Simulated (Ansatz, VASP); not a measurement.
## Two plane-wave programs on CsCdCl3

INCAR

```
SYSTEM = CsCdCl3
PREC = Accurate ; ENCUT = 520
EDIFF = 1E-6 ; ISMEAR = 0
SIGMA = 0.05 ; LREAL = .FALSE.
LASPH = .TRUE. ; NELM = 100
ALGO = Normal ; ISIF = 2
LWAVE = .FALSE. ; LCHARG = .FALSE.
NBANDS = 29
```

KPOINTS

```
regular mesh
0
G
  6 6 6
  0 0 0
```

The input POSCAR:

```
CsCdCl3
1.0
    5.3560000000      0.0000000000      0.0000000000
    0.0000000000      5.3560000000      0.0000000000
    0.0000000000      0.0000000000      5.0440000000
Cs Cd Cl
1 1 3
Direct
    0.0000000000      0.0000000000      0.0000000000
    0.5000000000      0.5000000000      0.5000000000
    0.0000000000      0.5000000000      0.5000000000
    0.5000000000      0.0000000000      0.5000000000
    0.5000000000      0.5000000000      0.0000000000
```

Input for Ansatz:

```yaml
crystal:
  lattice:
    - [5.356, 0.0, 0.0]
    - [0.0, 5.356, 0.0]
    - [0.0, 0.0, 5.044]
  atoms:
    - { symbol: Cs, position: [0.0, 0.0, 0.0] }
    - { symbol: Cd, position: [0.5, 0.5, 0.5] }
    - { symbol: Cl, position: [0.0, 0.5, 0.5] }
    - { symbol: Cl, position: [0.5, 0.0, 0.5] }
    - { symbol: Cl, position: [0.5, 0.5, 0.0] }
basis:
  ecutwfc: 420
kpoints:
  mp_grid: { grid: [6, 6, 6] }
hamiltonian:
  xc: lda
scf:
  occupations: { method: gaussian, width: 0.05 }
output:
  forces: true
  stress: true
  eigenvalues: true
```

Change from the starting cell: strain +0.030 along x and y, -0.030 along z, atoms carried along.

Alike in both runs: task single point; functional LDA; k mesh 6 × 6 × 6; occupations gaussian, width 0.05 eV; no spin polarisation.

|  | VASP | Ansatz |
| --- | --- | --- |
| version | VASP 6.6.1 | Ansatz 0.2.0 |
| potentials or method | VASP PAW LDA potentials, release 64 (Cs_sv, Cd, Cl), cutoff 520 eV | scalar-relativistic, plane waves, PAW |
| valence electrons in the cell | 42 | 50 |

Ansatz gave:

| Property | Result |
| --- | --- |
| gap on the k mesh at the Fermi level (eV) | 1.38 |
| least direct gap on the mesh (eV) | 1.98 |
| pressure (GPa) | -2.6 |
| traceless stress, the component that is largest in VASP (GPa) | 1.50 |

Problem. Estimate VASP's values.

Solution. gap on the k mesh at the Fermi level (eV): 1.41; least direct gap on the mesh (eV): 2.00; pressure (GPa): -2.4; traceless stress, the component that is largest in VASP (GPa): 1.59.

LDA's correlation is that of Perdew and Zunger in VASP and of Perdew and Wang (1992) in Ansatz. VASP's potentials hold 42 valence electrons a cell and Ansatz's 50, so a difference there can come from the potentials and not from the codes.

Spin-orbit coupling is off throughout.
